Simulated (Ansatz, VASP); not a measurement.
# Two plane-wave programs on LiBr

The input INCAR:

```
ALGO     = Normal         # electronic algorithm
EDIFF    = 1E-6           # SCF threshold, eV
ENCUT    = 750            # plane-wave cutoff, eV
GGA      = PE             # functional
GGA_COMPAT= False        
ISIF     = 2              # what is computed and relaxed
ISMEAR   = 1              # smearing method
LASPH    = True           # aspherical terms in the spheres
LCHARG   = False          # write CHGCAR
LREAL    = False          # projectors in reciprocal space
LWAVE    = False          # write WAVECAR
NBANDS   = 12             # bands
NELM     = 120            # most SCF steps
PREC     = Accurate       # precision mode
SIGMA    = 0.12           # smearing width, eV
```

The input KPOINTS:

```
k-points
0
Gamma
  6 6 6
```

POSCAR

```
LiBr
1.0
    0.0000000000      2.7226905798      2.7226905798
    2.7226905798      0.0000000000      2.7226905798
    2.7226905798      2.7226905798      0.0000000000
Li Br
1 1
Direct
    0.0000000000      0.0000000000      0.0000000000
    0.5000000000      0.5000000000      0.5000000000
```

Input for Ansatz:

```yaml
crystal:
  lattice:
    - [0.0, 2.7226905798, 2.7226905798]
    - [2.7226905798, 0.0, 2.7226905798]
    - [2.7226905798, 2.7226905798, 0.0]
  atoms:
    - { symbol: Li, position: [0.0, 0.0, 0.0] }
    - { symbol: Br, position: [0.5, 0.5, 0.5] }
basis:
  ecutwfc: 420
kpoints:
  mp_grid: { grid: [6, 6, 6] }
hamiltonian:
  xc: pbe
scf:
  occupations: { method: methfessel_paxton, width: 0.12 }
  max_iter: 90
output:
  forces: true
  stress: true
  eigenvalues: true
```

Alike in both runs: task single point; functional PBE; k mesh 6 × 6 × 6; occupations methfessel-paxton of order 1, width 0.12 eV; no spin polarisation.

|  | VASP | Ansatz |
| --- | --- | --- |
| version | VASP 6.6.1 | Ansatz 0.2.0 |
| potentials or method | VASP PAW PBE potentials, release 64 (Li_sv, Br), cutoff 750 eV | scalar-relativistic, plane waves, PAW |
| valence electrons in the cell | 10 | 10 |

|  | VASP | Ansatz | Ansatz less VASP |
| --- | --- | --- | --- |
| gap on the k mesh at the Fermi level (eV) | 5.08 | 5.07 | -0.004 |
| least direct gap on the mesh (eV) | 5.08 | 5.07 | -0.004 |
| pressure (GPa) | 0.9 | 1.0 | +0.06 |
